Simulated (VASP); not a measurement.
Set up this calculation in VASP 6.6.1, as the native input.

```yaml
Task: single point
Functional: r2SCAN
Potentials_or_basis: VASP PAW PBE potentials, release 64 (B, N)
Cutoff: 520 eV
k_mesh: 12 × 12 × 4
Occupations: gaussian, width 0.02 eV
Spin: no spin polarisation
Dipole_correction: no
Further_INCAR_settings: ALGO = Normal; EDIFF = 1e-07; NBANDS = 16
```

Crystal: BN.

```xyz
4
Lattice="2.4509 0.0004 0.0000 -1.2251 2.1754 0.0000 0.0000 0.0000 6.8873" Properties=species:S:1:pos:R:3 pbc="T T T"
B     0.0004    1.4382    1.7218
B     1.2254    0.7376    5.1655
N    -0.0001    1.4700    5.1655
N     1.2258    0.7057    1.7218
```

This cell differs from its parent crystal: uniaxial strain along a: -2.0 %, then relaxed in part.

One way to write it, as run:

POSCAR

```
BN
1.0
    2.4509079152      0.0003648232      0.0000000000
   -1.2251299517      2.1753621299      0.0000000000
    0.0000000000      0.0000000000      6.8872825653
B N
2 2
Direct
    0.3306025934      0.6610633955      0.2500000000
    0.6693974066      0.3389366045      0.7500000000
    0.3377367986      0.6756983251      0.7500000000
    0.6622632014      0.3243016749      0.2500000000
```

INCAR.step1

```
SYSTEM = BN
  PREC = Accurate
  ENCUT = 520
  ISMEAR = 0
  SIGMA = 0.02
  LREAL = .False.
  LASPH = .True.
  NELM = 60
  NBANDS = 16
  GGA = PE
  ALGO = Normal
  EDIFF = 1E-4
  LWAVE = .True.
  LCHARG = .False.
```

INCAR.step2

```
SYSTEM = BN
  PREC = Accurate
  ENCUT = 520
  EDIFF = 1E-7
  ISMEAR = 0
  SIGMA = 0.02
  LREAL = .False.
  LASPH = .True.
  NELM = 60
  ALGO = Normal
  ISIF = 2
  LWAVE = .False.
  LCHARG = .True.
  METAGGA = R2SCAN
  LMIXTAU = .True.
  LELF = .True.
  LVHAR = .True.
  NBANDS = 16
  ISTART = 1
```

KPOINTS

```
Automatic mesh
0
Gamma
  12 12 4
  0 0 0
```

Potentials or basis: VASP PAW PBE potentials, release 64 (B, N).

Run with:

```bash
$ cat potpaw_PBE.64/B/POTCAR potpaw_PBE.64/N/POTCAR > POTCAR
$ cp INCAR.step1 INCAR
$ mpirun -np 1 vasp_std > vasp.out
$ cp INCAR.step2 INCAR
$ mpirun -np 1 vasp_std > vasp.out
```

It gave:

```yaml
Pressure: 6.2 GPa
Band_gap_on_the_k_mesh: 4.87 eV (least direct gap 5.44 eV)
```

Caveat: the cell differs from its parent crystal (uniaxial strain along a: -2.0 %, then relaxed in part); the stress differs along the axes, from -0 to 18 GPa; the PAW data sets were made with another functional, which shifts forces and pressure a little.

Run time: 11 min on 1 thread of Intel Xeon 8259CL, with other jobs on the host, peak memory 0.24 GiB.
